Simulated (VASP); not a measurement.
Set up this calculation in VASP 6.6.1, as the native input.

```yaml
Task: single point
Functional: PBEsol
Potentials_or_basis: VASP PAW PBE potentials, release 64 (O, Mg, Ca_sv)
Cutoff: 520 eV
k_mesh: 1 × 1 × 1, shifted
Occupations: fermi-dirac, width 0.05 eV
Spin: no spin polarisation
Dipole_correction: no
Further_INCAR_settings: LREAL = Auto; ALGO = Normal; EDIFF = 1e-06; NBANDS = 182
```

The structure of CaMg7O8 lies in POSCAR:

```
CaMg7O8
1.0
    8.5997577225      0.0000000000      0.0000000000
    0.0000000000      8.5997577225      0.0000000000
    0.0000000000      0.0000000000      8.5997577225
O Mg Ca
32 28 4
Direct
    0.2525820000      0.9998440000      0.9992760000
    0.2625150000      0.9997660000      0.5008970000
    0.2527780000      0.4999720000      0.9975690000
    0.2623520000      0.5000460000      0.5025230000
    0.7468000000      0.0000440000      0.9980310000
    0.7359250000      0.9999910000      0.5033140000
    0.7471500000      0.5002630000      0.9887070000
    0.7358720000      0.5002760000      0.5130650000
    0.9997030000      0.2497980000      0.0024230000
    0.9992300000      0.2498360000      0.4977050000
    0.9994350000      0.7496840000      0.0108250000
    0.9987380000      0.7496790000      0.4857840000
    0.4998700000      0.2499890000      0.0009500000
    0.4995900000      0.2499970000      0.4995030000
    0.4996430000      0.7500080000      0.0022360000
    0.4994200000      0.7499800000      0.4974000000
    0.0027830000      0.0019380000      0.2368510000
    0.0003570000      0.0117500000      0.7634840000
    0.0130540000      0.4969770000      0.2365480000
    0.0026500000      0.4875090000      0.7630500000
    0.4975510000      0.0007380000      0.2473400000
    0.4987890000      0.0024470000      0.7531390000
    0.4886760000      0.4992210000      0.2474330000
    0.4974210000      0.4975400000      0.7530860000
    0.2506780000      0.2474320000      0.2501080000
    0.2521450000      0.2491660000      0.7500980000
    0.2520720000      0.7523320000      0.2497390000
    0.2612620000      0.7506480000      0.7495510000
    0.7493240000      0.2380990000      0.2505800000
    0.7470940000      0.2478630000      0.7503670000
    0.7468360000      0.7623540000      0.2501110000
    0.7372370000      0.7528800000      0.7498670000
    0.0002420000      0.0029320000      0.0015160000
    0.0036160000      0.4966260000      0.9999020000
    0.4991210000      0.0005230000      0.0001620000
    0.4989920000      0.0005950000      0.5001080000
    0.4971430000      0.4995470000      0.9980170000
    0.4975810000      0.4994750000      0.5030850000
    0.2510700000      0.2494940000      0.0000660000
    0.2558270000      0.2495120000      0.5001030000
    0.2535420000      0.7502190000      0.0023840000
    0.2589480000      0.7501940000      0.4970320000
    0.7487620000      0.2470220000      0.9976650000
    0.7431990000      0.2464750000      0.5031980000
    0.7457120000      0.7532020000      0.0000310000
    0.7396780000      0.7537340000      0.5001180000
    0.2531570000      0.0003880000      0.2464670000
    0.2558990000      0.0028900000      0.7531950000
    0.2525000000      0.4993610000      0.2462640000
    0.2556600000      0.4965850000      0.7530000000
    0.7455250000      0.0003930000      0.2462000000
    0.7425240000      0.0028460000      0.7533350000
    0.7421400000      0.4964240000      0.7525580000
    0.0033860000      0.2466680000      0.2445590000
    0.0001400000      0.2495600000      0.7565020000
    0.0035690000      0.7538530000      0.2454200000
    0.4968610000      0.2471790000      0.2494030000
    0.4990170000      0.2495830000      0.7512590000
    0.4969130000      0.7531090000      0.2490580000
    0.4990370000      0.7504010000      0.7511020000
    0.9994140000      0.0012600000      0.4981160000
    0.0015810000      0.4983010000      0.4998880000
    0.7484490000      0.5000430000      0.2484380000
    0.9994270000      0.7497550000      0.7531570000
```

These files were run (other wordings do the same):

INCAR

```
SYSTEM = CaMg7O8
  PREC = Accurate
  ENCUT = 520
  EDIFF = 1E-6
  ISMEAR = -1
  SIGMA = 0.05
  LREAL = Auto
  LASPH = .True.
  NELM = 80
  ALGO = Normal
  ISIF = 2
  LWAVE = .False.
  LCHARG = .False.
  GGA = PS
  NBANDS = 182
```

KPOINTS

```
Automatic mesh
0
Gamma
  1 1 1
  0.5 0.5 0.5
```

Potentials or basis: VASP PAW PBE potentials, release 64 (O, Mg, Ca_sv).

The run is started by

```bash
$ cat potpaw_PBE.64/O/POTCAR potpaw_PBE.64/Mg/POTCAR potpaw_PBE.64/Ca_sv/POTCAR > POTCAR
$ mpirun -np 1 vasp_std > vasp.out
```

Results of the run:

* Pressure: -0.3 GPa
* Largest force: 0.069 eV/Å
* Band gap on the k mesh: 6.69 eV

Caveat: the k points lie up to 0.73 Å⁻¹ apart; the PAW data sets were made with another functional, which shifts forces and pressure a little.

Run time: 7.4 min on 1 thread of AMD EPYC 7R13, with other jobs on the host, peak memory 0.57 GiB.
